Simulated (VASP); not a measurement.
# Mo (Im-3m) in VASP: single point with LDA

Aim: the single point of Mo with LDA.

Everything below comes from runs of VASP 6.6.1. Logs are shortened: lines on timing, memory, paths and dates and some standing lists are left out, and cuts for length are marked.

## (1) The cell of the first run

The structure is cubic, space group Im-3m (No. 229). The conventional cell has a = 3.111 Å, b = 3.111 Å, c = 3.111 Å, α = 90.00°, β = 90.00°, γ = 90.00°. Mo (site symmetry m-3m) has 14 Mo at 2.69 to 3.11 Å within 3.6 Å.

## (2) Single point, LDA

INCAR

```
PREC = Accurate ; ENCUT = 520
EDIFF = 1E-7 ; ISMEAR = -1
SIGMA = 0.05 ; LREAL = False
LASPH = True ; NELM = 60
ALGO = Normal ; ISIF = 2
LWAVE = False ; LCHARG = False
NBANDS = 21
```

KPOINTS

```
Automatic mesh
0
Gamma
  13 13 13
```

POSCAR

```
Mo
1.0
    3.1113565482      0.0000000000      0.0000000000
    0.0000000000      3.1113565482      0.0000000000
    0.0000000000      0.0000000000      3.1113565482
Mo
2
Direct
    0.0000000000      0.0000000000      0.0000000000
    0.5000000000      0.5000000000      0.5000000000
```

Potentials or basis: VASP PAW LDA potentials, release 64 (Mo_sv).

Launch:

```console
cat potpaw_LDA.64/Mo_sv/POTCAR > POTCAR
mpirun -np 1 vasp_std > vasp.out
```

OUTCAR:

```text
PREC = Accurate
   ENCUT = 520
   EDIFF = 1E-7
   ISMEAR = -1
   LREAL = False
   LASPH = True
   NELM = 60
   ISIF = 2

 ion  position               nearest neighbor table
   1  0.000  0.000  0.000-   2 2.69   2 2.69   2 2.69   2 2.69   2 2.69   2 2.69   2 2.69   2 2.69

   2  0.500  0.500  0.500-   1 2.69   1 2.69   1 2.69   1 2.69   1 2.69   1 2.69   1 2.69   1 2.69

  LATTYP: Found a simple cubic cell.
 ALAT       =     3.1113565482

  Lattice vectors:

 A1 = (   3.1113565482,   0.0000000000,   0.0000000000)
 A2 = (   0.0000000000,   3.1113565482,   0.0000000000)
 A3 = (   0.0000000000,   0.0000000000,   3.1113565482)

Analysis of symmetry for initial positions (statically):
=====================================================================
 Subroutine PRICEL returns following result:

  LATTYP: Found a body centered cubic cell.
 ALAT       =     3.1113565482

  Lattice vectors:

 A1 = (   1.5556782741,   1.5556782741,  -1.5556782741)
 A2 = (  -1.5556782741,   1.5556782741,   1.5556782741)
 A3 = (   1.5556782741,  -1.5556782741,   1.5556782741)

   2 primitive cells build up your supercell.

 Routine SETGRP: Setting up the symmetry group for a
 simple cubic supercell.

 Subroutine GETGRP returns: Found 48 space group operations
 (whereof 48 operations were pure point group operations)
 out of a pool of 48 trial point group operations.

The static configuration has the point symmetry O_h .

Analysis of symmetry for dynamics (positions and initial velocities):
=====================================================================
 Subroutine PRICEL returns following result:

  LATTYP: Found a body centered cubic cell.
 ALAT       =     3.1113565482

  Lattice vectors:

 A1 = (   1.5556782741,   1.5556782741,  -1.5556782741)
 A2 = (  -1.5556782741,   1.5556782741,   1.5556782741)
 A3 = (   1.5556782741,  -1.5556782741,   1.5556782741)

   2 primitive cells build up your supercell.

 Routine SETGRP: Setting up the symmetry group for a
 simple cubic supercell.

 Subroutine GETGRP returns: Found 48 space group operations
 (whereof 48 operations were pure point group operations)
 out of a pool of 48 trial point group operations.

The dynamic configuration has the point symmetry O_h .

 Subroutine INISYM returns: Found 48 space group operations
 (whereof 48 operations are pure point group operations),
 and found     2 'primitive' translations

----------------------------------------------------------------------------------------

                                     Primitive cell

  volume of cell :      15.0598

  direct lattice vectors                    reciprocal lattice vectors
     1.555678274  1.555678274 -1.555678274     0.321403216  0.321403216  0.000000000
    -1.555678274  1.555678274  1.555678274    -0.000000000  0.321403216  0.321403216
     1.555678274 -1.555678274  1.555678274     0.321403216  0.000000000  0.321403216

  length of vectors
     2.694513811  2.694513811  2.694513811     0.454532787  0.454532787  0.454532787

  position of ions in fractional coordinates (direct lattice)
     0.000000000  0.000000000  0.000000000

  ion indices of the primitive-cell ions
   primitive index   ion index
                 1           1

----------------------------------------------------------------------------------------

 KPOINTS: Automatic mesh

Automatic generation of k-mesh.
 Grid dimensions read from file:
 generate k-points for:   13   13   13

 Generating k-lattice:

  Cartesian coordinates                     Fractional coordinates (reciprocal lattice)
     0.024723324  0.000000000  0.000000000     0.076923077  0.000000000  0.000000000
     0.000000000  0.024723324  0.000000000     0.000000000  0.076923077  0.000000000
     0.000000000  0.000000000  0.024723324     0.000000000  0.000000000  0.076923077

  Length of vectors
     0.024723324  0.024723324  0.024723324

  Shift w.r.t. Gamma in fractional coordinates (k-lattice)
     0.000000000  0.000000000  0.000000000

 Subroutine IBZKPT returns following result:
 ===========================================

 Found     84 irreducible k-points:

 Following reciprocal coordinates:
            Coordinates               Weight
  0.000000  0.000000  0.000000      1.000000
  0.076923  0.000000  0.000000      6.000000
  0.153846  0.000000  0.000000      6.000000
  0.230769  0.000000  0.000000      6.000000
  0.307692  0.000000  0.000000      6.000000
  0.384615  0.000000  0.000000      6.000000
[... 16 lines left out ...]
  0.307692  0.307692  0.000000     12.000000
  0.384615  0.307692  0.000000     24.000000
 [... further k-points ...]
   k-points           NKPTS =     84   k-points in BZ     NKDIM =     84   number of bands    NBANDS=     21
   number of dos      NEDOS =    301   number of ions     NIONS =      2
   total plane-waves  NPLWV =  13824
   dimension x,y,z NGX =    24 NGY =   24 NGZ =   24
   dimension x,y,z NGXF=    48 NGYF=   48 NGZF=   48
   ions per type =               2
   NGX,Y,Z   is equivalent  to a cutoff of  12.82, 12.82, 12.82 a.u.
   NGXF,Y,Z  is equivalent  to a cutoff of  25.65, 25.65, 25.65 a.u.
 SYSTEM =  unknown system
   PREC   = accura    normal or accurate (medium, high low for compatibility)
   ISTART =      0    job   : 0-new  1-cont  2-samecut
   ICHARG =      2    charge: 1-file 2-atom 10-const
   ISPIN  =      1    spin polarized calculation?
   LNONCOLLINEAR =      F non collinear calculations
   LSORBIT =      F    spin-orbit coupling
   LASPH  =      T    aspherical Exc in radial PAW
   ENCUT  =  520.0 eV  38.22 Ry    6.18 a.u.   5.79  5.79  5.79*2*pi/ulx,y,z
   NELM   =     60;   NELMIN=  2; NELMDL= -5     # of ELM steps
   EDIFF  = 0.1E-06   stopping-criterion for ELM
   LREAL  =      F    real-space projection
   EDIFFG = 0.1E-05   stopping-criterion for IOM
   NSW    =      0    number of steps for IOM
   IBRION =     -1    ionic relax: 0-MD 1-quasi-New 2-CG
   NFREE  =      0    steps in history (QN), initial steepest desc. (CG)
   ISIF   =      2    stress and relaxation
   ISYM   =      2    0-nonsym 1-usesym 2-fastsym
   POTIM  = 0.5000    time-step for ionic-motion
   TEBEG  =    0.0;   TEEND  =   0.0 temperature during run
   PSTRESS=    0.0 pullay stress
   NELECT =      28.0000    total number of electrons
   NUPDOWN=      -1.0000    fix difference up-down
   EMIN   =  10.00;   EMAX   =-10.00  energy-range for DOS
   EFERMI =   0.00;   METHOD = LEGACY
   ISMEAR =    -1;   SIGMA  =   0.05  broadening in eV -4-tet -1-fermi 0-gaus
   EFERMI_NEDOS =   21; number of points for ismear=-14 and -15
   IALGO  =     38    algorithm
   IMIX   =      4    mixing-type and parameters
     AMIX     =   0.40;   BMIX     =  1.00
     AMIX_MAG =   1.60;   BMIX_MAG =  1.00
  volume/ion in A,a.u.               =      15.06       101.63
  Fermi-wavevector in a.u.,A,eV,Ry     =   1.597758  3.019325 34.733379  2.552831
  Thomas-Fermi vector in A             =   2.695314
   LORBIT       =      0    0 simple, 1 ext, 2 COOP (PROOUT), +10 PAW based schemes
   GGA     = CA    functional components
   LHFCALC =     F    Hartree Fock is set to
   AEXX    =    0.0000 exact exchange contribution
   IVDW    =     0    specifies the selected vdW correction
   LEPSILON=     F    determine dielectric tensor
   LRPA    =     F    only Hartree local field effects (RPA)
 non-spin polarized calculation
  energy-cutoff  :      520.00
  volume of cell :       30.12
 maximum number of plane-waves:       837
 NGX is ok and might be reduce to    24
   NGX = 11   NGY = 11   NGZ = 11

 number of electron      27.9999992 magnetization

 Free energy of the ion-electron system (eV)
  ---------------------------------------------------
  ext. energy  EPLUGINS =         0.00000000
  ---------------------------------------------------
  free energy    TOTEN  =       -24.26595629 eV

  energy without entropy =      -24.25594947  energy(sigma->0) =      -24.26095288

 E-fermi :  13.1084     XC(G=0): -13.8127

 val. band max:       13.0767593894   @ k =   0.3846   0.3846   0.0769
 cond. band min:      13.1150648604   @ k =   0.4615   0.3846   0.0000
 fundamental gap:      0.0383054711
 Fermi energy:        13.1083506941

 k-point     1 :       0.0000    0.0000    0.0000
  band No.  band energies     occupation
      1     -47.8656      2.00000
      2     -47.3306      2.00000
      3     -22.3083      2.00000
      4     -22.3083      2.00000
      5     -22.3083      2.00000
      6     -21.2134      2.00000
[... 13 lines left out ...]
     20      22.4260      0.00000
     21      22.4260      0.00000

 k-point     2 :       0.0769    0.0000    0.0000
  band No.  band energies     occupation
      1     -47.8567      2.00000
      2     -47.3371      2.00000
      3     -22.3100      2.00000
      4     -22.2920      2.00000
      5     -22.2920      2.00000
      6     -21.2483      2.00000
[... 13 lines left out ...]
     20      22.0587      0.00000
     21      22.9815      0.00000

 k-point     3 :       0.1538    0.0000    0.0000
  band No.  band energies     occupation
      1     -47.8307      2.00000
      2     -47.3565      2.00000
      3     -22.3122      2.00000
      4     -22.2441      2.00000
      5     -22.2441      2.00000
      6     -21.3475      2.00000
[... 13 lines left out ...]
     20      21.1288      0.00000
     21      24.3125      0.00000

 k-point     4 :       0.2308    0.0000    0.0000
  band No.  band energies     occupation
      1     -47.7895      2.00000
      2     -47.3883      2.00000
      3     -22.3062      2.00000
      4     -22.1675      2.00000
      5     -22.1675      2.00000
      6     -21.4948      2.00000
[... 13 lines left out ...]
     20      19.9473      0.00000
     21      26.0165      0.00000

 k-point     5 :       0.3077    0.0000    0.0000
  band No.  band energies     occupation
      1     -47.7364      2.00000
      2     -47.4316      2.00000
      3     -22.2810      2.00000
      4     -22.0668      2.00000
      5     -22.0668      2.00000
      6     -21.6684      2.00000
[... 13 lines left out ...]
     20      18.7572      0.00000
     21      27.9011      0.00000

 k-point     6 :       0.3846    0.0000    0.0000
  band No.  band energies     occupation
      1     -47.6751      2.00000
      2     -47.4847      2.00000
      3     -22.2259      2.00000
      4     -21.9482      2.00000
      5     -21.9482      2.00000
      6     -21.8451      2.00000
[... 13 lines left out ...]
     20      17.7294      0.00000
     21      29.1810      0.00000

 k-point     7 :       0.4615    0.0000    0.0000
  band No.  band energies     occupation
      1     -47.6099      2.00000
      2     -47.5452      2.00000
      3     -22.1341      2.00000
      4     -22.0050      2.00000
      5     -21.8189      2.00000
      6     -21.8189      2.00000
[... 13 lines left out ...]
     20      16.9686      0.00000
     21      28.5739      0.00000
[... 291 lines left out ...]
      1     -47.6873      2.00000
      2     -47.4587      2.00000
      3     -22.5783      2.00000
      4     -22.1353      2.00000
      5     -21.9778      2.00000
      6     -21.7218      2.00000
[... 13 lines left out ...]
     20      20.2152      0.00000
     21      24.8921      0.00000

 k-point    21 :       0.3846    0.2308    0.0000
  band No.  band energies     occupation
      1     -47.6398      2.00000
      2     -47.4969      2.00000
      3     -22.5810      2.00000
      4     -22.3063      2.00000
      5     -21.8863      2.00000
      6     -21.5965      2.00000
[... 13 lines left out ...]
     20      18.8044      0.00000
     21      25.8389      0.00000

 k-point    22 :       0.4615    0.2308    0.0000
  band No.  band energies     occupation
      1     -47.5900      2.00000
      2     -47.5414      2.00000
      3     -22.5366      2.00000
      4     -22.4435      2.00000
      5     -21.7878      2.00000
      6     -21.6885      2.00000
[... 13 lines left out ...]
     20      17.4510      0.00000
     21      26.4700      0.00000

 k-point    23 :       0.3077    0.3077    0.0000
  band No.  band energies     occupation
      1     -47.6539      2.00000
      2     -47.4802      2.00000
      3     -22.6538      2.00000
      4     -22.3211      2.00000
      5     -21.9157      2.00000
      6     -21.5922      2.00000
[... 13 lines left out ...]
     20      19.9208      0.00000
     21      24.6413      0.00000

 k-point    24 :       0.3846    0.3077    0.0000
  band No.  band energies     occupation
      1     -47.6163      2.00000
      2     -47.5078      2.00000
      3     -22.6869      2.00000
      4     -22.4807      2.00000
      5     -21.8440      2.00000
      6     -21.6220      2.00000
[... 13 lines left out ...]
     20      18.8128      0.00000
     21      25.1229      0.00000

 [... further k-points ...]

------------------------ aborting loop because EDIFF is reached ----------------------------------------

  FORCE on cell =-STRESS in cart. coord.  units (eV):
  Direction    XX          YY          ZZ          XY          YZ          ZX
  --------------------------------------------------------------------------------------
  -------------------------------------------------------------------------------------
  Total        0.2305088      0.2305088      0.2305088     -0.0000000      0.0000000      0.0000000
  in kB       12.2616457     12.2616457     12.2616457     -0.0000000      0.0000000      0.0000000
  external PRESSURE =      12.2616457 kB  Pullay stress =       0.0000000 kB

 VOLUME and BASIS-vectors are now :
 -----------------------------------------------------------------------------
  energy-cutoff  :      520.00
  volume of cell :       30.12
      direct lattice vectors                 reciprocal lattice vectors
     3.111356548  0.000000000  0.000000000     0.321403216  0.000000000  0.000000000
     0.000000000  3.111356548  0.000000000     0.000000000  0.321403216  0.000000000
     0.000000000  0.000000000  3.111356548     0.000000000  0.000000000  0.321403216

 POSITION                                       TOTAL-FORCE (eV/Angst)
 -----------------------------------------------------------------------------------
      0.00000      0.00000      0.00000         0.000000     -0.000000      0.000000
      1.55568      1.55568      1.55568        -0.000000      0.000000     -0.000000
 -----------------------------------------------------------------------------------
    total drift:                                0.000000      0.000000     -0.000000

  FREE ENERGIE OF THE ION-ELECTRON SYSTEM (eV)
  ---------------------------------------------------
  free  energy   TOTEN  =       -24.2659562855 eV

  energy  without entropy=      -24.2559494679  energy(sigma->0) =      -24.26095288
```

Wall time 24 s (1 thread of Intel Xeon Platinum 8375C at 2.90GHz (Ice Lake), shared host); peak memory 0.15 GiB.

Results:

```
Free energy            : -24.2660 eV
Pressure               : 1.2 GPa
Band gap on the k mesh : zero (band 14 reaches 14.55 eV, above the bottom of band 15 at 12.52 eV)
```
